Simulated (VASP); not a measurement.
The system is As.

```
CELL_PARAMETERS angstrom
3.30589 0.00000 0.00000
-1.65295 2.86299 0.00000
0.00000 0.00000 9.00385
ATOMIC_POSITIONS crystal
As 0.00000 0.00000 0.25000
As 0.00000 0.00000 0.75000
As 0.33333 0.66667 0.75000
As 0.66667 0.33333 0.25000
```

| Property | Result |
| --- | --- |
| Program | VASP 6.6.1 |
| Task | relaxation of cell and atoms |
| Functional | PBE |
| Potentials or basis | VASP PAW PBE potentials, release 64 (As) |
| Cutoff | 500 eV |
| k mesh | 6 × 6 × 2 |
| Occupations | gaussian, width 0.1 eV |
| Spin | no spin polarisation |

At the start: pressure 104.6 GPa; volume 21.30 Å³/atom.

How do energy, volume and symmetry change on relaxing?

Over 21 steps the energy falls by 4570.6 meV/atom and the volume is 24.95 Å³/atom (+17.1 %); space group P6_3/mmc (No. 194, to 0.05 Å).

The path:
```csv
step,energy change (eV),largest force (eV/Å),pressure (GPa),volume (Å³)
1,0.0000,0.0000,104.56,85.22
2,-7.6970,0.0000,-4.56,342.01
3,-9.6521,0.0000,-5.59,297.07
4,-11.7724,0.0000,-6.65,257.91
5,-17.4827,0.0000,-2.34,160.00
6,-17.3871,0.0000,3.38,140.62
7,-17.5683,0.0000,-0.27,152.06
8,-17.5665,0.0000,0.16,150.53
9,-17.5695,0.0000,0.14,149.72
10,-17.5803,0.0000,0.08,147.26
11,-17.6105,0.0000,-0.07,142.35
12,-17.7006,0.0000,-0.44,132.52
13,-17.9997,0.0000,-0.89,112.81
14,-15.4125,0.0000,26.63,73.19
15,-18.0541,0.0000,-0.80,109.53
16,-18.1006,0.0000,3.05,91.39
17,-18.2033,0.0000,-0.41,104.10
18,-18.2750,0.0000,1.07,97.74
19,-18.2785,0.0000,0.71,99.02
20,-18.2298,0.0000,-2.20,102.82
21,-18.2824,0.0000,0.05,99.82
```

Final structure:
```cif
data_structure
_symmetry_space_group_name_H-M 'P 1'
_symmetry_Int_Tables_number 1
_cell_length_a 4.4295
_cell_length_b 4.4295
_cell_length_c 5.8745
_cell_angle_alpha 90.000
_cell_angle_beta 90.000
_cell_angle_gamma 120.000
_cell_volume 99.82
loop_
_atom_site_label
_atom_site_type_symbol
_atom_site_fract_x
_atom_site_fract_y
_atom_site_fract_z
_atom_site_occupancy
As1 As 0.00000 0.00000 0.25000 1
As2 As 0.00000 0.00000 0.75000 1
As3 As 0.33333 0.66667 0.75000 1
As4 As 0.66667 0.33333 0.25000 1
```

Caveat: the k points lie up to 0.53 Å⁻¹ apart in the final cell; the volume moved by over 15 % at a fixed basis, so the end points are rough; this functional lacks dispersion, which binds the layers, so the pressure and a relaxed spacing across them are unreliable.
